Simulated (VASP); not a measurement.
# C in VASP: single point with PBE+D3(BJ)

Aim: the single point of C with PBE+D3(BJ).

Everything below comes from runs of VASP 6.6.1. Logs are shortened: lines on timing, memory, paths and dates and some standing lists are left out, and cuts for length are marked.

### 1 The cell of the first run

The cell holds a slab with vacuum, 4 atoms: a = 2.466 Å, b = 2.466 Å, c = 17.500 Å, α = 90.00°, β = 90.00°, γ = 120.00°.

### 2 Single point, PBE+D3(BJ) (layers slid over each other)

The input, INCAR:

```
SYSTEM = C
ALGO = Normal
DIPOL = 0.5 0.5 0.356
EDIFF = 1E-7
ENCUT = 520
GGA = PE
IDIPOL = 3
ISIF = 2
ISMEAR = 0
IVDW = 12
LASPH = .True.
LCHARG = .False.
LDIPOL = .True.
LREAL = .False.
LWAVE = .False.
NBANDS = 16
NELM = 60
PREC = Accurate
SIGMA = 0.1
```

The input, KPOINTS:

```
k-points
0
Gamma
  15 15 1
  0 0 0
```

The input, POSCAR:

```
C
1.0
    2.4656524409      0.0000000000      0.0000000000
   -1.2328262205      2.1353176508      0.0000000000
    0.0000000000      0.0000000000     17.5000663883
C
4
Direct
    0.6666666667      0.3333333333      0.2571437784
    0.3333333333      0.6666666667      0.2571418816
    1.3333333333      0.6666666667      0.4548592109
    1.6666666667      0.3333333333      0.4548573141
```

Potentials or basis: VASP PAW PBE potentials, release 64 (C).

Command:

```
> cat potpaw_PBE.64/C/POTCAR > POTCAR
> mpirun -np 1 vasp_std > vasp.out
```

OUTCAR:

```text
SYSTEM = C
   EDIFF = 1E-7
   ENCUT = 520
   GGA = PE
   ISIF = 2
   ISMEAR = 0
   IVDW = 12
   LASPH = .True.
   LREAL = .False.
   NELM = 60
   PREC = Accurate
 IVDW          = 12

 ion  position               nearest neighbor table
   1  0.667  0.333  0.257-   2 1.42   2 1.42   2 1.42
   2  0.333  0.667  0.257-   1 1.42   1 1.42   1 1.42
   3  0.333  0.667  0.455-   4 1.42   4 1.42   4 1.42
   4  0.667  0.333  0.455-   3 1.42   3 1.42   3 1.42

  LATTYP: Found a hexagonal cell.
 ALAT       =     2.4656524409
 C/A-ratio  =     7.0975398227

  Lattice vectors:

 A1 = (   2.4656524409,   0.0000000000,   0.0000000000)
 A2 = (  -1.2328262205,   2.1353176508,   0.0000000000)
 A3 = (   0.0000000000,   0.0000000000,  17.5000663883)

Analysis of symmetry for initial positions (statically):
=====================================================================
 Subroutine PRICEL returns:
 Original cell was already a primitive cell.

 Routine SETGRP: Setting up the symmetry group for a
 hexagonal supercell.

 Subroutine GETGRP returns: Found 24 space group operations
 (whereof 12 operations were pure point group operations)
 out of a pool of 24 trial point group operations.

The static configuration has the point symmetry C_6v.
 The point group associated with its full space group is D_6h.

Analysis of symmetry for dynamics (positions and initial velocities):
=====================================================================
 Subroutine PRICEL returns:
 Original cell was already a primitive cell.

 Routine SETGRP: Setting up the symmetry group for a
 hexagonal supercell.

 Subroutine GETGRP returns: Found 24 space group operations
 (whereof 12 operations were pure point group operations)
 out of a pool of 24 trial point group operations.

The dynamic configuration has the point symmetry C_6v.
 The point group associated with its full space group is D_6h.

 Subroutine INISYM returns: Found 24 space group operations
 (whereof 12 operations are pure point group operations),
 and found     1 'primitive' translations

----------------------------------------------------------------------------------------

                                     Primitive cell

  volume of cell :      92.1370

  direct lattice vectors                    reciprocal lattice vectors
     2.465652441  0.000000000  0.000000000     0.405572166  0.234157199  0.000000000
    -1.232826221  2.135317651  0.000000000     0.000000000  0.468314398  0.000000000
     0.000000000  0.000000000 17.500066388     0.000000000  0.000000000  0.057142640

  length of vectors
     2.465652441  2.465652441 17.500066388     0.468314398  0.468314398  0.057142640

  position of ions in fractional coordinates (direct lattice)
     0.666666667  0.333333333  0.257143778
     0.333333333  0.666666667  0.257141882
     0.333333333  0.666666667  0.454859211
     0.666666667  0.333333333  0.454857314

  ion indices of the primitive-cell ions
   primitive index   ion index
                 1           1
                 2           2
                 3           3
                 4           4

----------------------------------------------------------------------------------------

 KPOINTS: k-points

Automatic generation of k-mesh.
 Grid dimensions read from file:
 generate k-points for:   15   15    1

 Generating k-lattice:

  Cartesian coordinates                     Fractional coordinates (reciprocal lattice)
     0.027038144  0.015610480  0.000000000     0.066666667  0.000000000  0.000000000
     0.000000000  0.031220960  0.000000000     0.000000000  0.066666667  0.000000000
     0.000000000  0.000000000  0.057142640     0.000000000  0.000000000  1.000000000

  Length of vectors
     0.031220960  0.031220960  0.057142640

  Shift w.r.t. Gamma in fractional coordinates (k-lattice)
     0.000000000  0.000000000  0.000000000

 Subroutine IBZKPT returns following result:
 ===========================================

 Found     27 irreducible k-points:

 Following reciprocal coordinates:
            Coordinates               Weight
  0.000000  0.000000  0.000000      1.000000
  0.066667  0.000000  0.000000      6.000000
  0.133333 -0.000000  0.000000      6.000000
  0.200000  0.000000  0.000000      6.000000
  0.266667 -0.000000  0.000000      6.000000
  0.333333  0.000000  0.000000      6.000000
[... 16 lines left out ...]
  0.333333  0.200000  0.000000     12.000000
  0.400000  0.200000  0.000000      6.000000
 [... further k-points ...]
   k-points           NKPTS =     27   k-points in BZ     NKDIM =     27   number of bands    NBANDS=     16
   number of dos      NEDOS =    301   number of ions     NIONS =      4
   total plane-waves  NPLWV =  45360
   dimension x,y,z NGX =    18 NGY =   18 NGZ =  140
   dimension x,y,z NGXF=    36 NGYF=   36 NGZF=  280
   ions per type =               4
   NGX,Y,Z   is equivalent  to a cutoff of  12.14, 12.14, 13.30 a.u.
   NGXF,Y,Z  is equivalent  to a cutoff of  24.27, 24.27, 26.60 a.u.
 SYSTEM =  C
   PREC   = accura    normal or accurate (medium, high low for compatibility)
   ISTART =      0    job   : 0-new  1-cont  2-samecut
   ICHARG =      2    charge: 1-file 2-atom 10-const
   ISPIN  =      1    spin polarized calculation?
   LNONCOLLINEAR =      F non collinear calculations
   LSORBIT =      F    spin-orbit coupling
   LASPH  =      T    aspherical Exc in radial PAW
   ENCUT  =  520.0 eV  38.22 Ry    6.18 a.u.   4.58  4.58 32.54*2*pi/ulx,y,z
   NELM   =     60;   NELMIN=  2; NELMDL= -5     # of ELM steps
   EDIFF  = 0.1E-06   stopping-criterion for ELM
   LREAL  =      F    real-space projection
   EDIFFG = 0.1E-05   stopping-criterion for IOM
   NSW    =      0    number of steps for IOM
   IBRION =     -1    ionic relax: 0-MD 1-quasi-New 2-CG
   NFREE  =      0    steps in history (QN), initial steepest desc. (CG)
   ISIF   =      2    stress and relaxation
   ISYM   =      2    0-nonsym 1-usesym 2-fastsym
   POTIM  = 0.5000    time-step for ionic-motion
   TEBEG  =    0.0;   TEEND  =   0.0 temperature during run
   PSTRESS=    0.0 pullay stress
   NELECT =      16.0000    total number of electrons
   NUPDOWN=      -1.0000    fix difference up-down
   EMIN   =  10.00;   EMAX   =-10.00  energy-range for DOS
   EFERMI =   0.00;   METHOD = LEGACY
   ISMEAR =     0;   SIGMA  =   0.10  broadening in eV -4-tet -1-fermi 0-gaus
   EFERMI_NEDOS =   21; number of points for ismear=-14 and -15
   IALGO  =     38    algorithm
   IMIX   =      4    mixing-type and parameters
     AMIX     =   0.40;   BMIX     =  1.00
     AMIX_MAG =   1.60;   BMIX_MAG =  1.00
  volume/ion in A,a.u.               =      23.03       155.44
  Fermi-wavevector in a.u.,A,eV,Ry     =   0.913349  1.725980 11.350070  0.834207
  Thomas-Fermi vector in A             =   2.037850
   LORBIT       =      0    0 simple, 1 ext, 2 COOP (PROOUT), +10 PAW based schemes
   GGA     = PE    functional components
   LHFCALC =     F    Hartree Fock is set to
   AEXX    =    0.0000 exact exchange contribution
   IVDW    =    12    specifies the selected vdW correction
   LEPSILON=     F    determine dielectric tensor
   LRPA    =     F    only Hartree local field effects (RPA)
 non-spin polarized calculation
 Gauss-broadening in eV      SIGMA  =   0.10
  energy-cutoff  :      520.00
  volume of cell :       92.14
 maximum number of plane-waves:      2516
   NGX =  9   NGY =  9   NGZ = 65

 dipolmoment           0.000000      0.000000      0.000189 electrons x Angstroem

 number of electron      15.9999996 magnetization

 dipolmoment           0.000000      0.000000     -0.000130 electrons x Angstroem

 Free energy of the ion-electron system (eV)
  ---------------------------------------------------
  ext. energy  EPLUGINS =         0.00000000
  ---------------------------------------------------
  free energy    TOTEN  =       -36.86767936 eV

  energy without entropy =      -36.86767861  energy(sigma->0) =      -36.86767899

 E-fermi :  -0.8274     XC(G=0):  -4.4501

 val. band max:       -1.1083391094   @ k =   0.3333   0.3333   0.0000
 cond. band min:      -0.5464404208   @ k =   0.3333   0.3333   0.0000
 fundamental gap:      0.5618986886
 Fermi energy:        -0.8273910352

 k-point     1 :       0.0000    0.0000    0.0000
  band No.  band energies     occupation
      1     -20.4083      2.00000
      2     -20.2893      2.00000
      3      -8.8576      2.00000
      4      -8.0197      2.00000
      5      -3.8710      2.00000
      6      -3.8710      2.00000
[... 8 lines left out ...]
     15       7.4682      0.00000
     16       7.5079      0.00000

 k-point     2 :       0.0667    0.0000    0.0000
  band No.  band energies     occupation
      1     -20.3028      2.00000
      2     -20.1846      2.00000
      3      -8.7308      2.00000
      4      -7.8960      2.00000
      5      -4.2970      2.00000
      6      -4.2805      2.00000
[... 8 lines left out ...]
     15       7.5606      0.00000
     16       7.9195      0.00000

 k-point     3 :       0.1333   -0.0000    0.0000
  band No.  band energies     occupation
      1     -19.9872      2.00000
      2     -19.8712      2.00000
      3      -8.3522      2.00000
      4      -7.5272      2.00000
      5      -5.4286      2.00000
      6      -5.4047      2.00000
[... 8 lines left out ...]
     15       7.5863      0.00000
     16       8.8758      0.00000
[... 362 lines left out ...]
 k-point    23 :       0.3333    0.2000    0.0000
  band No.  band energies     occupation
      1     -15.4669      2.00000
      2     -15.3809      2.00000
      3     -12.5042      2.00000
      4     -12.4393      2.00000
      5      -9.5560      2.00000
      6      -9.5140      2.00000
[... 8 lines left out ...]
     15      10.1820      0.00000
     16      11.0381      0.00000

 k-point    24 :       0.4000    0.2000    0.0000
  band No.  band energies     occupation
      1     -14.5381      2.00000
      2     -14.4561      2.00000
      3     -13.5424      2.00000
      4     -13.4730      2.00000
      5      -9.6890      2.00000
      6      -9.6464      2.00000
[... 8 lines left out ...]
     15      10.9750      0.00000
     16      11.2737      0.00000

 [... further k-points ...]

------------------------ aborting loop because EDIFF is reached ----------------------------------------

 vacuum level on the upper side and lower side of the slab       (xc-potential included)        -0.050        -0.045

 Edisp (eV)   -0.46938

 E8    (eV) :    -0.1399

  FORCE on cell =-STRESS in cart. coord.  units (eV):
  Direction    XX          YY          ZZ          XY          YZ          ZX
  --------------------------------------------------------------------------------------
  -------------------------------------------------------------------------------------
  Total       0.08756     0.08756     0.11109    -0.00000     0.00000     0.00000
  in kB       1.52261     1.52261     1.93182    -0.00000     0.00000     0.00000
  external pressure =        1.66 kB  Pullay stress =        0.00 kB

 VOLUME and BASIS-vectors are now :
 -----------------------------------------------------------------------------
  energy-cutoff  :      520.00
  volume of cell :       92.14
      direct lattice vectors                 reciprocal lattice vectors
     2.465652441  0.000000000  0.000000000     0.405572166  0.234157199  0.000000000
    -1.232826221  2.135317651  0.000000000     0.000000000  0.468314398  0.000000000
     0.000000000  0.000000000 17.500066388     0.000000000  0.000000000  0.057142640

 POSITION                                       TOTAL-FORCE (eV/Angst)
 -----------------------------------------------------------------------------------
      1.23283      0.71177      4.50003         0.000000      0.000000     -0.019652
     -0.00000      1.42355      4.50000         0.000000     -0.000000     -0.019652
     -0.00000      1.42355      7.96007        -0.000000     -0.000000      0.019652
      1.23283      0.71177      7.96003         0.000000      0.000000      0.019652
 -----------------------------------------------------------------------------------
    total drift:                                0.000000      0.000000     -0.029630

  FREE ENERGIE OF THE ION-ELECTRON SYSTEM (eV)
  ---------------------------------------------------
  free  energy   TOTEN  =       -37.3370603232 eV

  energy  without entropy=      -37.3370595754  energy(sigma->0) =      -37.33705995

 vacuum level on the upper side and lower side of the slab         3.399         3.405
```

It took 83 s on 1 thread of Intel Xeon 8259CL, shared host; peak memory 0.21 GiB.

What came out:

```yaml
Free_energy: -37.3371 eV
Largest_force: 0.020 eV/Å
Dispersion_energy_per_atom: -0.117 eV
```

Forces on the atoms (eV/Å):
```
C    0.000  0.000 -0.020
C    0.000  0.000 -0.020
C    0.000  0.000  0.020
C    0.000  0.000  0.020
```

Caveat: the cell differs from its parent crystal (layers slid over each other).
